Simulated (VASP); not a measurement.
ZrSi2 (k07), 6 atoms in the cell. Symmetry: Cmcm, No. 63, orthorhombic system. The conventional cell has a = 3.683 Å, b = 14.871 Å, c = 3.673 Å, α = 90.00°, β = 90.00°, γ = 90.00°. Within 3.6 Å of Zr (site symmetry m2m) lie 10 Si at 2.72 to 2.98 Å. Within 3.2 Å of Si (site symmetry m2m) lie 2 Si at 2.39 Å and 6 Zr at 2.72 to 2.98 Å. Within 3.4 Å of Si (site symmetry m2m) lie 4 Si at 2.60 Å and 4 Zr at 2.82 Å. 

```yaml
Program: VASP 6.6.1
Task: single point
Functional: LDA
Potentials_or_basis: VASP PAW LDA potentials, release 64 (Zr_sv, Si)
Cutoff: 520 eV
k_mesh: 6 × 6 × 6
Occupations: gaussian, width 0.1 eV
Spin: no spin polarisation
Dipole_correction: no
Further_INCAR_settings: ALGO = Normal; EDIFF = 1e-06; NBANDS = 29
```

Potentials or basis: VASP PAW LDA potentials, release 64 (Zr_sv, Si).

Run with:

```console
$ cat potpaw_LDA.64/Zr_sv/POTCAR potpaw_LDA.64/Si/POTCAR > POTCAR
$ mpirun -np 1 vasp_std > vasp.out
```

Hardware: 1 thread of Intel(R) Xeon(R) 6975P-C (Granite Rapids), with other jobs on the host.

Problem. How long does it take, and how much memory?

Solution. Wall time 87 s on 1 thread of Intel(R) Xeon(R) 6975P-C (Granite Rapids), on a shared host, peak memory 0.31 GiB. Counts: scf iterations 12, k points 52.
